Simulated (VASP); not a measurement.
CuAu: single point with LDA

The system is CuAu.

```xyz
2
Lattice="1.4431 0.8331 4.2562 -1.4431 0.8331 4.2562 0.0000 -1.6663 4.2562" Properties=species:S:1:pos:R:3 pbc="T T T"
Au    0.0000    0.0000    0.0000
Cu    0.0000    0.0000    6.3843
```

```yaml
Program: VASP 6.6.1
Task: single point
Functional: LDA
Potentials_or_basis: VASP PAW LDA potentials, release 64 (Au, Cu)
Cutoff: 520 eV
k_mesh: 11 × 11 × 11
Occupations: fermi-dirac, width 0.05 eV
Spin: no spin polarisation
```

```json
{
 "Pressure": "-12.2 GPa",
 "Band gap on the k mesh": "zero (band 11 reaches 9.87 eV, above the bottom of band 12 at 5.64 eV)"
}
```

Stress tensor (GPa, compression positive):
```
-12.40   0.00   0.00
  0.00 -12.40   0.00
  0.00   0.00 -11.71
```

Levels at points of the mesh, in eV from the Fermi level:
| k point | band 9 | band 10 | band 11 | band 12 | band 13 | band 14 |
| --- | --- | --- | --- | --- | --- | --- |
| (0.00, 0.00, 0.00) | -2.23 | -1.60 | -1.60 | -0.09 | 4.56 | 14.55 |

Run time: 100 s on 1 thread of Intel(R) Xeon(R) 6975P-C (Granite Rapids), on a shared host, peak memory 0.25 GiB.

Caveat: spin-orbit coupling is left out, which moves the levels of the heavy elements.
